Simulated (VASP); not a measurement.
# Ga in VASP: further runs

The runs below take Ga through electric field gradients, with PBEsol.

All numbers are computed with VASP 6.6.1; they aren't measurements. Logs are shortened: lines on timing, memory, paths and dates and some standing lists are left out, and cuts for length are marked.

**1. The cell of the first run**

Symmetry: Cmce, No. 64, orthorhombic system. Conventional cell: a = 4.599 Å, b = 7.795 Å, c = 4.605 Å, α = 90.00°, β = 90.00°, γ = 90.00°. Within 3.3 Å of Ga (site symmetry m) lie 7 Ga at 2.48 to 2.85 Å.

**2. Electric field gradients, PBEsol (20.64 Å³/atom)**

Input file INCAR:

```
SYSTEM = Ga
PREC = Accurate
ENCUT = 520
EDIFF = 1E-8
ISMEAR = -1
SIGMA = 0.05
LREAL = .FALSE.
LASPH = .TRUE.
NELM = 80
ALGO = Normal
ISIF = 2
LWAVE = .FALSE.
LCHARG = .FALSE.
GGA = PS
LEFG = .TRUE.
NBANDS = 34
```

Input file KPOINTS:

```
regular mesh
0
G
  9 9 8
  0 0 0
```

Input file POSCAR:

```
Ga
1.0
    2.2995837791     -3.8973680524      0.0000000000
    2.2995837791      3.8973680524      0.0000000000
    0.0000000000      0.0000000000      4.6052852350
Ga
4
Direct
    0.1525000000      0.8475000000      0.0785000000
    0.6525000000      0.3475000000      0.4215000000
    0.8475000000      0.1525000000      0.9215000000
    0.3475000000      0.6525000000      0.5785000000
```

Potentials or basis: VASP PAW PBE potentials, release 64 (Ga_d).

On the command line:

```sh
$ cat potpaw_PBE.64/Ga_d/POTCAR > POTCAR
$ mpirun -np 1 vasp_std > vasp.out
```

OUTCAR:

```text
SYSTEM = Ga
   PREC = Accurate
   ENCUT = 520
   EDIFF = 1E-8
   ISMEAR = -1
   LREAL = .FALSE.
   LASPH = .TRUE.
   NELM = 80
   ISIF = 2
   GGA = PS

 ion  position               nearest neighbor table
   1  0.153  0.847  0.078-   3 2.48   4 2.76   4 2.76   2 2.79   2 2.79   3 2.85   3 2.85
   2  0.653  0.347  0.422-   4 2.48   3 2.76   3 2.76   1 2.79   1 2.79   4 2.85   4 2.85
   3  0.847  0.153  0.922-   1 2.48   2 2.76   2 2.76   4 2.79   4 2.79   1 2.85   1 2.85
   4  0.347  0.653  0.578-   2 2.48   1 2.76   1 2.76   3 2.79   3 2.79   2 2.85   2 2.85

  LATTYP: Found a base centered orthorhombic cell.
 ALAT       =     4.5991675582
 B/A-ratio  =     1.6948145520
 C/A-ratio  =     1.0013301705

  Lattice vectors:

 A1 = (   2.2995837791,  -3.8973680524,   0.0000000000)
 A2 = (   2.2995837791,   3.8973680524,   0.0000000000)
 A3 = (   0.0000000000,   0.0000000000,   4.6052852350)

Analysis of symmetry for initial positions (statically):
=====================================================================
 Subroutine PRICEL returns:
 Original cell was already a primitive cell.

 Routine SETGRP: Setting up the symmetry group for a
 base centered orthorhombic supercell.

 Subroutine GETGRP returns: Found  8 space group operations
 (whereof  4 operations were pure point group operations)
 out of a pool of  8 trial point group operations.

The static configuration has the point symmetry C_2h.
 The point group associated with its full space group is D_2h.

Analysis of symmetry for dynamics (positions and initial velocities):
=====================================================================
 Subroutine PRICEL returns:
 Original cell was already a primitive cell.

 Routine SETGRP: Setting up the symmetry group for a
 base centered orthorhombic supercell.

 Subroutine GETGRP returns: Found  8 space group operations
 (whereof  4 operations were pure point group operations)
 out of a pool of  8 trial point group operations.

The dynamic configuration has the point symmetry C_2h.
 The point group associated with its full space group is D_2h.

 Subroutine INISYM returns: Found  8 space group operations
 (whereof  4 operations are pure point group operations),
 and found     1 'primitive' translations

----------------------------------------------------------------------------------------

                                     Primitive cell

  volume of cell :      82.5481

  direct lattice vectors                    reciprocal lattice vectors
     2.299583779 -3.897368052  0.000000000     0.217430652 -0.128291707  0.000000000
     2.299583779  3.897368052  0.000000000     0.217430652  0.128291707  0.000000000
     0.000000000  0.000000000  4.605285235     0.000000000  0.000000000  0.217141816

  length of vectors
     4.525214171  4.525214171  4.605285235     0.252457621  0.252457621  0.217141816

  position of ions in fractional coordinates (direct lattice)
     0.152500000  0.847500000  0.078500000
     0.652500000  0.347500000  0.421500000
     0.847500000  0.152500000  0.921500000
     0.347500000  0.652500000  0.578500000

  ion indices of the primitive-cell ions
   primitive index   ion index
                 1           1
                 2           2
                 3           3
                 4           4

----------------------------------------------------------------------------------------

 KPOINTS: regular mesh

Automatic generation of k-mesh.
 Grid dimensions read from file:
 generate k-points for:    9    9    8

 Generating k-lattice:

  Cartesian coordinates                     Fractional coordinates (reciprocal lattice)
     0.024158961 -0.014254634  0.000000000     0.111111111 -0.000000000  0.000000000
     0.024158961  0.014254634  0.000000000    -0.000000000  0.111111111  0.000000000
     0.000000000  0.000000000  0.027142727     0.000000000  0.000000000  0.125000000

[... 39 lines left out ...]
   number of dos      NEDOS =    301   number of ions     NIONS =      4
   total plane-waves  NPLWV =  46656
   dimension x,y,z NGX =    36 NGY =   36 NGZ =   36
   dimension x,y,z NGXF=    72 NGYF=   72 NGZF=   72
   ions per type =               4
   NGX,Y,Z   is equivalent  to a cutoff of  13.23, 13.23, 13.00 a.u.
   NGXF,Y,Z  is equivalent  to a cutoff of  26.45, 26.45, 25.99 a.u.
 SYSTEM =  Ga
   PREC   = accura    normal or accurate (medium, high low for compatibility)
   ISTART =      0    job   : 0-new  1-cont  2-samecut
   ICHARG =      2    charge: 1-file 2-atom 10-const
   ISPIN  =      1    spin polarized calculation?
   LNONCOLLINEAR =      F non collinear calculations
   LSORBIT =      F    spin-orbit coupling
   LASPH  =      T    aspherical Exc in radial PAW
   ENCUT  =  520.0 eV  38.22 Ry    6.18 a.u.   8.41  8.41  8.56*2*pi/ulx,y,z
   NELM   =     80;   NELMIN=  2; NELMDL= -5     # of ELM steps
   EDIFF  = 0.1E-07   stopping-criterion for ELM
   LREAL  =      F    real-space projection
   EDIFFG = 0.1E-06   stopping-criterion for IOM
   NSW    =      0    number of steps for IOM
   IBRION =     -1    ionic relax: 0-MD 1-quasi-New 2-CG
   NFREE  =      0    steps in history (QN), initial steepest desc. (CG)
   ISIF   =      2    stress and relaxation
   ISYM   =      2    0-nonsym 1-usesym 2-fastsym
   POTIM  = 0.5000    time-step for ionic-motion
   TEBEG  =    0.0;   TEEND  =   0.0 temperature during run
   PSTRESS=    0.0 pullay stress
   NELECT =      52.0000    total number of electrons
   NUPDOWN=      -1.0000    fix difference up-down
   EMIN   =  10.00;   EMAX   =-10.00  energy-range for DOS
   EFERMI =   0.00;   METHOD = LEGACY
   ISMEAR =    -1;   SIGMA  =   0.05  broadening in eV -4-tet -1-fermi 0-gaus
   EFERMI_NEDOS =   21; number of points for ismear=-14 and -15
   IALGO  =     38    algorithm
   IMIX   =      4    mixing-type and parameters
     AMIX     =   0.40;   BMIX     =  1.00
     AMIX_MAG =   1.60;   BMIX_MAG =  1.00
  volume/ion in A,a.u.               =      20.64       139.27
  Fermi-wavevector in a.u.,A,eV,Ry     =   1.403374  2.651993 26.796126  1.969460
  Thomas-Fermi vector in A             =   2.526043
   LORBIT       =      0    0 simple, 1 ext, 2 COOP (PROOUT), +10 PAW based schemes
   GGA     = PS    functional components
   LHFCALC =     F    Hartree Fock is set to
   AEXX    =    0.0000 exact exchange contribution
   IVDW    =     0    specifies the selected vdW correction
   LEPSILON=     F    determine dielectric tensor
   LRPA    =     F    only Hartree local field effects (RPA)
 non-spin polarized calculation
  energy-cutoff  :      520.00
  volume of cell :       82.55
 maximum number of plane-waves:      2253
 NGX is ok and might be reduce to    36
   NGX = 17   NGY = 17   NGZ = 17

 number of electron      51.9999979 magnetization

 Free energy of the ion-electron system (eV)
  ---------------------------------------------------
  ext. energy  EPLUGINS =         0.00000000
  ---------------------------------------------------
  free energy    TOTEN  =       -13.29620573 eV

  energy without entropy =      -13.28655794  energy(sigma->0) =      -13.29138183

 E-fermi :   4.4301     XC(G=0): -10.5534

 val. band max:        4.4281900074   @ k =   0.1111  -0.0000   0.1250
 cond. band min:       4.4521208261   @ k =  -0.2222   0.1111   0.2500
 fundamental gap:      0.0239308187
 Fermi energy:         4.4301427994

 k-point     1 :       0.0000    0.0000    0.0000
  band No.  band energies     occupation
      1     -10.5850      2.00000
      2     -10.5811      2.00000
      3     -10.5778      2.00000
      4     -10.5594      2.00000
      5     -10.5110      2.00000
      6     -10.4810      2.00000
[... 877 lines left out ...]
     33      10.9974      0.00000
     34      12.0097      0.00000

 [... further k-points ...]
[... 5 lines left out ...]
  --------------------------------------------------------------------------------------
  -------------------------------------------------------------------------------------
  Total       -2.1523614     -1.4997852     -2.3340868      0.0000000      0.0000000      0.0000000
  in kB      -41.7752043    -29.1093474    -45.3023151      0.0000000      0.0000000      0.0000000
  external PRESSURE =     -38.7289556 kB  Pullay stress =       0.0000000 kB

 VOLUME and BASIS-vectors are now :
 -----------------------------------------------------------------------------
  energy-cutoff  :      520.00
  volume of cell :       82.55
      direct lattice vectors                 reciprocal lattice vectors
     2.299583779 -3.897368052  0.000000000     0.217430652 -0.128291707  0.000000000
     2.299583779  3.897368052  0.000000000     0.217430652  0.128291707  0.000000000
     0.000000000  0.000000000  4.605285235     0.000000000  0.000000000  0.217141816

 POSITION                                       TOTAL-FORCE (eV/Angst)
 -----------------------------------------------------------------------------------
      2.29958      2.70867      0.36151         0.000000     -0.391530      0.098780
      2.29958     -1.18870      1.94113         0.000000     -0.391530     -0.098780
      2.29958     -2.70867      4.24377         0.000000      0.391530     -0.098780
      2.29958      1.18870      2.66416         0.000000      0.391530      0.098780
 -----------------------------------------------------------------------------------
    total drift:                                0.000000      0.000000     -0.000000

  FREE ENERGIE OF THE ION-ELECTRON SYSTEM (eV)
  ---------------------------------------------------
  free  energy   TOTEN  =       -13.2962057311 eV

  energy  without entropy=      -13.2865579379  energy(sigma->0) =      -13.29138183

 Electric field gradients (V/A^2)
---------------------------------------------------------------------
 ion       V_xx      V_yy      V_zz      V_xy      V_xz      V_yz
---------------------------------------------------------------------
   1      26.353   -37.219    10.866    -0.000     0.000    24.773
   2      26.353   -37.219    10.866    -0.000     0.000   -24.773
   3      26.353   -37.219    10.866     0.000     0.000    24.773
   4      26.353   -37.219    10.866     0.000     0.000   -24.773
---------------------------------------------------------------------

 Electric field gradients after diagonalization (V/A^2)
 (convention: |V_zz| > |V_xx| > |V_yy|)
----------------------------------------------------------------------
 ion       V_xx      V_yy      V_zz     asymmetry (V_yy - V_xx)/ V_zz
----------------------------------------------------------------------
   1      26.353    21.345   -47.698       0.105
   2      26.353    21.345   -47.698       0.105
   3      26.353    21.345   -47.698       0.105
   4      26.353    21.345   -47.698       0.105
----------------------------------------------------------------------

           NMR quadrupolar parameters

 Cq : quadrupolar parameter    Cq=e*Q*V_zz/h
 eta: asymmetry parameters     (V_yy - V_xx)/ V_zz
 Q  : nuclear electric quadrupole moment in mb (millibarn)
----------------------------------------------------------------------
 ion       Cq(MHz)       eta       Q (mb)
----------------------------------------------------------------------
   1      -0.115       0.105       1.000
   2      -0.115       0.105       1.000
   3      -0.115       0.105       1.000
   4      -0.115       0.105       1.000
----------------------------------------------------------------------
```

Run time: 3.2 min. Hardware: 1 thread of AMD EPYC 9R45 (Zen 5), shared host; peak memory 0.35 GiB.

Results:

| Property | Result |
| --- | --- |
| Free energy | -13.2962 eV |
| Pressure | -3.9 GPa |
| Largest force | 0.404 eV/Å |
| Band gap on the k mesh | zero (bands 26 and 27 overlap by 1.26 eV) |
| Largest electric field gradient by atom | Ga -47.7 V/Å² |

Forces in eV/Å, atoms in the order of the input:
```
Ga   0.000 -0.392  0.099
Ga   0.000 -0.392 -0.099
Ga   0.000  0.392 -0.099
Ga   0.000  0.392  0.099
```

Levels at points of the mesh, in eV from the Fermi level:
```csv
k point,band 22,band 23,band 24,band 25,band 26,band 27,band 28,band 29,band 30,band 31
"(0.00, 0.00, 0.00)",-4.33,-3.55,-1.81,-1.44,-0.80,0.83,0.93,0.98,4.83,5.26
"(0.00, 0.00, 0.50)",-8.89,-0.39,-0.39,-0.04,-0.04,0.17,0.17,2.07,2.07,3.68
```

Electric field gradients, principal values (V/Å²):
```csv
atom,least,middle,greatest (by size)
1 Ga,21.345,26.353,-47.698
2 Ga,21.345,26.353,-47.698
3 Ga,21.345,26.353,-47.698
4 Ga,21.345,26.353,-47.698
```

Caveat: the cell stands under tension; without QUAD_EFG the Cq values of the log hold for a quadrupole moment of 1 mb, not for the nuclei; the PAW data sets were made with another functional, which shifts forces and pressure a little.

**3. Electric field gradients, PBEsol (zz strain of -3 %)**

Input file INCAR:

```
ALGO = Normal ; EDIFF = 1E-8
ENCUT = 520 ; GGA = PS
ISIF = 2 ; ISMEAR = -1
LASPH = True ; LCHARG = False
LEFG = True ; LREAL = False
LWAVE = False ; NBANDS = 34
NELM = 80 ; PREC = Accurate
SIGMA = 0.05
```

Input file KPOINTS:

```
k-points
0
Gamma
  9 9 8
```

Input file POSCAR:

```
Ga
1.0
    2.2553500000     -3.8224000000      0.0000000000
    2.2553500000      3.8224000000      0.0000000000
    0.0000000000      0.0000000000      4.3811990000
Ga
4
Direct
    0.1525000000      0.8475000000      0.0785000000
    0.6525000000      0.3475000000      0.4215000000
    0.8475000000      0.1525000000      0.9215000000
    0.3475000000      0.6525000000      0.5785000000
```

Potentials or basis: VASP PAW PBE potentials, release 64 (Ga_d).

On the command line:

```sh
$ cat potpaw_PBE.64/Ga_d/POTCAR > POTCAR
$ mpirun -np 1 vasp_std > vasp.out
```

OUTCAR:

```text
EDIFF = 1E-8
   ENCUT = 520
   GGA = PS
   ISIF = 2
   ISMEAR = -1
   LASPH = True
   LREAL = False
   NELM = 80
   PREC = Accurate

 ion  position               nearest neighbor table
   1  0.153  0.847  0.078-   3 2.43   4 2.65   4 2.65   2 2.71   2 2.71   3 2.79   3 2.79
   2  0.653  0.347  0.422-   4 2.43   3 2.65   3 2.65   1 2.71   1 2.71   4 2.79   4 2.79
   3  0.847  0.153  0.922-   1 2.43   2 2.65   2 2.65   4 2.71   4 2.71   1 2.79   1 2.79
   4  0.347  0.653  0.578-   2 2.43   1 2.65   1 2.65   3 2.71   3 2.71   2 2.79   2 2.79

  LATTYP: Found a base centered orthorhombic cell.
 ALAT       =     4.5107000000
 B/A-ratio  =     1.6948145521
 C/A-ratio  =     0.9712902654

  Lattice vectors:

 A1 = (   2.2553500000,  -3.8224000000,   0.0000000000)
 A2 = (   2.2553500000,   3.8224000000,   0.0000000000)
 A3 = (   0.0000000000,   0.0000000000,   4.3811990000)

Analysis of symmetry for initial positions (statically):
=====================================================================
 Subroutine PRICEL returns:
[... 1095 lines left out ...]
      2.25535      2.65657      0.34392         0.000000     -0.342490      0.090682
      2.25535     -1.16583      1.84668         0.000000     -0.342490     -0.090682
      2.25535     -2.65657      4.03727         0.000000      0.342490     -0.090682
      2.25535      1.16583      2.53452         0.000000      0.342490      0.090682
 -----------------------------------------------------------------------------------
    total drift:                                0.000000      0.000000     -0.000000

  FREE ENERGIE OF THE ION-ELECTRON SYSTEM (eV)
  ---------------------------------------------------
  free  energy   TOTEN  =       -13.3791814462 eV

  energy  without entropy=      -13.3714537594  energy(sigma->0) =      -13.37531760

 Electric field gradients (V/A^2)
---------------------------------------------------------------------
 ion       V_xx      V_yy      V_zz      V_xy      V_xz      V_yz
---------------------------------------------------------------------
   1      34.166   -40.456     6.289     0.000     0.000    27.007
   2      34.166   -40.456     6.289    -0.000     0.000   -27.007
   3      34.166   -40.456     6.289     0.000     0.000    27.007
   4      34.166   -40.456     6.289    -0.000    -0.000   -27.007
---------------------------------------------------------------------

 Electric field gradients after diagonalization (V/A^2)
 (convention: |V_zz| > |V_xx| > |V_yy|)
----------------------------------------------------------------------
 ion       V_xx      V_yy      V_zz     asymmetry (V_yy - V_xx)/ V_zz
----------------------------------------------------------------------
   1      34.166    18.633   -52.799       0.294
   2      34.166    18.633   -52.799       0.294
   3      34.166    18.633   -52.799       0.294
   4      34.166    18.633   -52.799       0.294
----------------------------------------------------------------------

           NMR quadrupolar parameters

 Cq : quadrupolar parameter    Cq=e*Q*V_zz/h
 eta: asymmetry parameters     (V_yy - V_xx)/ V_zz
 Q  : nuclear electric quadrupole moment in mb (millibarn)
----------------------------------------------------------------------
 ion       Cq(MHz)       eta       Q (mb)
----------------------------------------------------------------------
   1      -0.128       0.294       1.000
   2      -0.128       0.294       1.000
   3      -0.128       0.294       1.000
   4      -0.128       0.294       1.000
----------------------------------------------------------------------
```

It took 4.1 min on 1 thread of Intel Xeon Platinum 8259CL at 2.50GHz (Skylake/Cascade Lake), shared host; peak memory 0.35 GiB.

What came out:

- Free energy: -13.3792 eV
- Pressure: 0.7 GPa
- Largest force: 0.354 eV/Å
- Band gap on the k mesh: zero (bands 26 and 27 overlap by 1.35 eV)
- Largest electric field gradient by atom: Ga -52.8 V/Å²

Forces on the atoms (eV/Å):
```
Ga   0.000 -0.342  0.091
Ga   0.000 -0.342 -0.091
Ga   0.000  0.342 -0.091
Ga   0.000  0.342  0.091
```

Stress tensor (GPa, compression positive):
```
0.09 0.00 0.00
0.00 0.89 0.00
0.00 0.00 1.02
```

Levels at points of the mesh, in eV from the Fermi level:
```
           k point  band 23  band 24  band 25  band 26  band 27  band 28  band 29  band 30
(0.00, 0.00, 0.00)    -3.48    -1.84    -1.74    -1.00     0.84     0.87     0.91     5.37
(0.00, 0.00, 0.50)    -0.15    -0.15    -0.07    -0.07     0.09     0.09     2.18     2.18
```

Electric field gradients, principal values (V/Å²):
```csv
atom,least,middle,greatest (by size)
1 Ga,18.633,34.166,-52.799
2 Ga,18.633,34.166,-52.799
3 Ga,18.633,34.166,-52.799
4 Ga,18.633,34.166,-52.799
```

Caveat: the cell differs from its parent crystal (zz strain of -3 %); without QUAD_EFG the Cq values of the log hold for a quadrupole moment of 1 mb, not for the nuclei; the PAW data sets were made with another functional, which shifts forces and pressure a little.

[end of part 1 of 2]
